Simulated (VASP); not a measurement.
# InSe in VASP: single point with PBE+D3(BJ)

Aim: the single point of InSe with PBE+D3(BJ).

All numbers are computed with VASP 6.6.1; they aren't measurements. Logs are shortened: lines on timing, memory, paths and dates and some standing lists are left out, and cuts for length are marked.

## Step 1: The cell of the first run

The cell holds a slab with vacuum, 8 atoms: a = 4.027 Å, b = 4.027 Å, c = 28.271 Å, α = 90.00°, β = 90.00°, γ = 120.00°.

## Step 2: Single point, PBE+D3(BJ) (layers slid over each other)

File INCAR:

```
SYSTEM = InSe
ALGO     = Normal         ! electronic algorithm
DIPOL    = 0.5 0.5 0.408
EDIFF    = 1E-7           ! SCF threshold, eV
ENCUT    = 520            ! plane-wave cutoff, eV
GGA      = PE             ! functional
IDIPOL   = 3            
ISIF     = 2              ! what is computed and relaxed
ISMEAR   = 0              ! smearing method
IVDW     = 12             ! dispersion correction
LASPH    = .True.         ! aspherical terms in the spheres
LCHARG   = .False.        ! write CHGCAR
LDIPOL   = .True.       
LREAL    = .False.        ! projectors in reciprocal space
LWAVE    = .False.        ! write WAVECAR
NBANDS   = 48             ! bands
NELM     = 100            ! most SCF steps
PREC     = Accurate       ! precision mode
SIGMA    = 0.05           ! smearing width, eV
```

File KPOINTS:

```
k-points
0
Gamma
  9 9 1
  0 0 0
```

File POSCAR:

```
InSe
1.0
    4.0266103640      0.0000000000      0.0000000000
   -2.0133051820      3.4871468663      0.0000000000
    0.0000000000      0.0000000000     28.2707108021
Se In
4 4
Direct
    0.0000000000      0.0000000000      0.1591753399
    0.0000000000      0.0000000000      0.3496677346
    0.1111111111      0.2222222222      0.4667500401
    0.1111111111      0.2222222222      0.6572424348
    0.6666666667      0.3333333333      0.2049979895
    0.6666666667      0.3333333333      0.3038451603
    0.7777777778      0.5555555556      0.5125726897
    0.7777777778      0.5555555556      0.6114198605
```

Potentials or basis: VASP PAW PBE potentials, release 64 (Se, In_d).

Launch:

```
> cat potpaw_PBE.64/Se/POTCAR potpaw_PBE.64/In_d/POTCAR > POTCAR
> mpirun -np 1 vasp_std > vasp.out
```

OUTCAR:

```text
SYSTEM = InSe
   EDIFF = 1E-7
   ENCUT = 520
   GGA = PE
   ISIF = 2
   ISMEAR = 0
   IVDW = 12
   LASPH = .True.
   LREAL = .False.
   NELM = 100
   PREC = Accurate
 IVDW          = 12

 ion  position               nearest neighbor table
   1  0.000  0.000  0.159-   5 2.66   5 2.66   5 2.66
   2  0.000  0.000  0.350-   6 2.66   6 2.66   6 2.66
   3  0.111  0.222  0.467-   7 2.66   7 2.66   7 2.66
   4  0.111  0.222  0.657-   8 2.66   8 2.66   8 2.66
   5  0.667  0.333  0.205-   1 2.66   1 2.66   1 2.66   6 2.79
   6  0.667  0.333  0.304-   2 2.66   2 2.66   2 2.66   5 2.79
   7  0.778  0.556  0.513-   3 2.66   3 2.66   3 2.66   8 2.79
   8  0.778  0.556  0.611-   4 2.66   4 2.66   4 2.66   7 2.79

  LATTYP: Found a hexagonal cell.
 ALAT       =     4.0266103640
 C/A-ratio  =     7.0209700583

  Lattice vectors:

 A1 = (   4.0266103640,   0.0000000000,   0.0000000000)
 A2 = (  -2.0133051820,   3.4871468663,   0.0000000000)
 A3 = (   0.0000000000,   0.0000000000,  28.2707108021)

Analysis of symmetry for initial positions (statically):
=====================================================================
 Subroutine PRICEL returns:
 Original cell was already a primitive cell.

 Routine SETGRP: Setting up the symmetry group for a
 hexagonal supercell.

 Subroutine GETGRP returns: Found  2 space group operations
 (whereof  2 operations were pure point group operations)
 out of a pool of 24 trial point group operations.

The static configuration has the point symmetry C_1h.

Analysis of symmetry for dynamics (positions and initial velocities):
=====================================================================
 Subroutine PRICEL returns:
 Original cell was already a primitive cell.

 Routine SETGRP: Setting up the symmetry group for a
 hexagonal supercell.

 Subroutine GETGRP returns: Found  2 space group operations
 (whereof  2 operations were pure point group operations)
 out of a pool of 24 trial point group operations.

The dynamic configuration has the point symmetry C_1h.

 Subroutine INISYM returns: Found  2 space group operations
 (whereof  2 operations are pure point group operations),
 and found     1 'primitive' translations

----------------------------------------------------------------------------------------

                                     Primitive cell

  volume of cell :     396.9598

  direct lattice vectors                    reciprocal lattice vectors
     4.026610364  0.000000000  0.000000000     0.248347843  0.143383694  0.000000000
    -2.013305182  3.487146866  0.000000000     0.000000000  0.286767388  0.000000000
     0.000000000  0.000000000 28.270710802     0.000000000  0.000000000  0.035372298

  length of vectors
     4.026610364  4.026610364 28.270710802     0.286767388  0.286767388  0.035372298

  position of ions in fractional coordinates (direct lattice)
     0.000000000  0.000000000  0.159175340
     0.000000000  0.000000000  0.349667735
     0.111111111  0.222222222  0.466750040
     0.111111111  0.222222222  0.657242435
     0.666666667  0.333333333  0.204997990
     0.666666667  0.333333333  0.303845160
     0.777777778  0.555555556  0.512572690
     0.777777778  0.555555556  0.611419860

  ion indices of the primitive-cell ions
   primitive index   ion index
                 1           1
                 2           2
                 3           3
                 4           4
                 5           5
                 6           6
                 7           7
                 8           8

----------------------------------------------------------------------------------------

 KPOINTS: k-points

Automatic generation of k-mesh.
 Grid dimensions read from file:
 generate k-points for:    9    9    1

 Generating k-lattice:

  Cartesian coordinates                     Fractional coordinates (reciprocal lattice)
     0.027594205  0.015931522  0.000000000     0.111111111  0.000000000  0.000000000
     0.000000000  0.031863043  0.000000000     0.000000000  0.111111111  0.000000000
     0.000000000  0.000000000  0.035372298     0.000000000  0.000000000  1.000000000

  Length of vectors
     0.031863043  0.031863043  0.035372298

  Shift w.r.t. Gamma in fractional coordinates (k-lattice)
     0.000000000  0.000000000  0.000000000

 Subroutine IBZKPT returns following result:
 ===========================================

 Found     25 irreducible k-points:

 Following reciprocal coordinates:
            Coordinates               Weight
  0.000000  0.000000  0.000000      1.000000
  0.111111 -0.000000  0.000000      4.000000
  0.000000  0.111111  0.000000      2.000000
  0.222222  0.000000  0.000000      4.000000
  0.000000  0.222222  0.000000      2.000000
  0.333333 -0.000000  0.000000      4.000000
[... 16 lines left out ...]
 -0.222222 -0.444444  0.000000      4.000000
  0.444444  0.333333  0.000000      4.000000
   k-points           NKPTS =     25   k-points in BZ     NKDIM =     25   number of bands    NBANDS=     48
   number of dos      NEDOS =    301   number of ions     NIONS =      8
   total plane-waves  NPLWV = 189000
   dimension x,y,z NGX =    30 NGY =   30 NGZ =  210
   dimension x,y,z NGXF=    60 NGYF=   60 NGZF=  420
   ions per type =               4   4
   NGX,Y,Z   is equivalent  to a cutoff of  12.39, 12.39, 12.35 a.u.
   NGXF,Y,Z  is equivalent  to a cutoff of  24.77, 24.77, 24.70 a.u.
 SYSTEM =  InSe
   PREC   = accura    normal or accurate (medium, high low for compatibility)
   ISTART =      0    job   : 0-new  1-cont  2-samecut
   ICHARG =      2    charge: 1-file 2-atom 10-const
   ISPIN  =      1    spin polarized calculation?
   LNONCOLLINEAR =      F non collinear calculations
   LSORBIT =      F    spin-orbit coupling
   LASPH  =      T    aspherical Exc in radial PAW
   ENCUT  =  520.0 eV  38.22 Ry    6.18 a.u.   7.49  7.49 52.56*2*pi/ulx,y,z
   NELM   =    100;   NELMIN=  2; NELMDL= -5     # of ELM steps
   EDIFF  = 0.1E-06   stopping-criterion for ELM
   LREAL  =      F    real-space projection
   EDIFFG = 0.1E-05   stopping-criterion for IOM
   NSW    =      0    number of steps for IOM
   IBRION =     -1    ionic relax: 0-MD 1-quasi-New 2-CG
   NFREE  =      0    steps in history (QN), initial steepest desc. (CG)
   ISIF   =      2    stress and relaxation
   ISYM   =      2    0-nonsym 1-usesym 2-fastsym
   POTIM  = 0.5000    time-step for ionic-motion
   TEBEG  =    0.0;   TEEND  =   0.0 temperature during run
   PSTRESS=    0.0 pullay stress
   NELECT =      76.0000    total number of electrons
   NUPDOWN=      -1.0000    fix difference up-down
   EMIN   =  10.00;   EMAX   =-10.00  energy-range for DOS
   EFERMI =   0.00;   METHOD = LEGACY
   ISMEAR =     0;   SIGMA  =   0.05  broadening in eV -4-tet -1-fermi 0-gaus
   EFERMI_NEDOS =   21; number of points for ismear=-14 and -15
   IALGO  =     38    algorithm
   IMIX   =      4    mixing-type and parameters
     AMIX     =   0.40;   BMIX     =  1.00
     AMIX_MAG =   1.60;   BMIX_MAG =  1.00
  volume/ion in A,a.u.               =      49.62       334.85
  Fermi-wavevector in a.u.,A,eV,Ry     =   0.943548  1.783047 12.113024  0.890282
  Thomas-Fermi vector in A             =   2.071266
   LORBIT       =      0    0 simple, 1 ext, 2 COOP (PROOUT), +10 PAW based schemes
   GGA     = PE    functional components
   LHFCALC =     F    Hartree Fock is set to
   AEXX    =    0.0000 exact exchange contribution
   IVDW    =    12    specifies the selected vdW correction
   LEPSILON=     F    determine dielectric tensor
   LRPA    =     F    only Hartree local field effects (RPA)
 non-spin polarized calculation
 Gauss-broadening in eV      SIGMA  =   0.05
  energy-cutoff  :      520.00
  volume of cell :      396.96
 maximum number of plane-waves:     10749
 NGX is ok and might be reduce to    30
   NGX = 15   NGY = 15   NGZ =105

 dipolmoment           0.000000      0.000000      0.000375 electrons x Angstroem

 number of electron      75.9999999 magnetization

 dipolmoment           0.000000      0.000000     -0.000051 electrons x Angstroem

 Free energy of the ion-electron system (eV)
  ---------------------------------------------------
  ext. energy  EPLUGINS =         0.00000000
  ---------------------------------------------------
  free energy    TOTEN  =       -28.31799470 eV

  energy without entropy =      -28.31799470  energy(sigma->0) =      -28.31799470

 E-fermi :   0.1787     XC(G=0):  -5.6539

 val. band max:       -0.1015724102   @ k =   0.1111  -0.0000   0.0000
 cond. band min:       0.9310850504   @ k =   0.0000   0.0000   0.0000
 fundamental gap:      1.0326574606
 Fermi energy:         0.1786557167

 k-point     1 :       0.0000    0.0000    0.0000
  band No.  band energies     occupation
      1     -14.5153      2.00000
      2     -14.5144      2.00000
      3     -14.3331      2.00000
      4     -14.3326      2.00000
      5     -14.3320      2.00000
      6     -14.3310      2.00000
[... 40 lines left out ...]
     47       5.0457      0.00000
     48       5.2214      0.00000

 k-point     2 :       0.1111   -0.0000    0.0000
  band No.  band energies     occupation
      1     -14.5149      2.00000
      2     -14.5138      2.00000
      3     -14.3746      2.00000
      4     -14.3711      2.00000
      5     -14.3310      2.00000
      6     -14.3295      2.00000
[... 40 lines left out ...]
     47       5.0882      0.00000
     48       5.2175      0.00000

 k-point     3 :       0.0000    0.1111    0.0000
  band No.  band energies     occupation
      1     -14.5149      2.00000
      2     -14.5138      2.00000
      3     -14.3747      2.00000
      4     -14.3707      2.00000
      5     -14.3307      2.00000
      6     -14.3300      2.00000
[... 1060 lines left out ...]
     47       5.2145      0.00000
     48       5.3792      0.00000

 k-point    24 :       0.4444    0.3333    0.0000
  band No.  band energies     occupation
      1     -14.6301      2.00000
      2     -14.6180      2.00000
      3     -14.5228      2.00000
      4     -14.5162      2.00000
      5     -14.4581      2.00000
      6     -14.4572      2.00000
[... 40 lines left out ...]
     47       5.2239      0.00000
     48       5.3715      0.00000

 [... further k-points ...]

------------------------ aborting loop because EDIFF is reached ----------------------------------------

 vacuum level on the upper side and lower side of the slab       (xc-potential included)        -0.094        -0.093

 Edisp (eV)   -2.02050

 E8    (eV) :    -0.9467

  FORCE on cell =-STRESS in cart. coord.  units (eV):
  Direction    XX          YY          ZZ          XY          YZ          ZX
  --------------------------------------------------------------------------------------
  -------------------------------------------------------------------------------------
  Total      -0.05146     0.04010     0.61455     0.00000     0.33809     0.00000
  in kB      -0.20769     0.16186     2.48042     0.00000     1.36458     0.00000
  external pressure =        0.81 kB  Pullay stress =        0.00 kB

 VOLUME and BASIS-vectors are now :
 -----------------------------------------------------------------------------
  energy-cutoff  :      520.00
  volume of cell :      396.96
      direct lattice vectors                 reciprocal lattice vectors
     4.026610364  0.000000000  0.000000000     0.248347843  0.143383694  0.000000000
    -2.013305182  3.487146866  0.000000000     0.000000000  0.286767388  0.000000000
     0.000000000  0.000000000 28.270710802     0.000000000  0.000000000  0.035372298

 POSITION                                       TOTAL-FORCE (eV/Angst)
 -----------------------------------------------------------------------------------
      0.00000      0.00000      4.50000        -0.000000     -0.002205     -0.010553
      0.00000      0.00000      9.88536         0.000000     -0.089654     -0.106221
      0.00000      0.77492     13.19536         0.000000      0.084195      0.105828
      0.00000      0.77492     18.58071        -0.000000      0.001377      0.010498
      2.01331      1.16238      5.79544         0.000000     -0.006422      0.005782
      2.01331      1.16238      8.58992         0.000000      0.010579     -0.041399
      2.01331      1.93730     14.49079         0.000000     -0.002672      0.042075
      2.01331      1.93730     17.28527        -0.000000      0.004802     -0.006010
 -----------------------------------------------------------------------------------
    total drift:                               -0.000000      0.000045     -0.000020

  FREE ENERGIE OF THE ION-ELECTRON SYSTEM (eV)
  ---------------------------------------------------
  free  energy   TOTEN  =       -30.3384993425 eV

  energy  without entropy=      -30.3384993425  energy(sigma->0) =      -30.33849934

 vacuum level on the upper side and lower side of the slab         5.442         5.444
```

Run time: 26 min. Hardware: 1 thread of Intel Xeon 8259CL, shared host; peak memory 0.66 GiB.

Results:

```
Free energy                : -30.3385 eV
Largest force              : 0.139 eV/Å
Band gap on the k mesh     : 1.03 eV (least direct gap 1.10 eV)
Dispersion energy per atom : -0.253 eV
```

Forces in eV/Å, atoms in the order of the input:
```
Se   0.000 -0.002 -0.011
Se   0.000 -0.090 -0.106
Se   0.000  0.084  0.106
Se   0.000  0.001  0.010
In   0.000 -0.006  0.006
In   0.000  0.011 -0.041
In   0.000 -0.003  0.042
In   0.000  0.005 -0.006
```

Caveat: the cell differs from its parent crystal (layers slid over each other); spin-orbit coupling is left out, which moves the levels of the heavy elements.
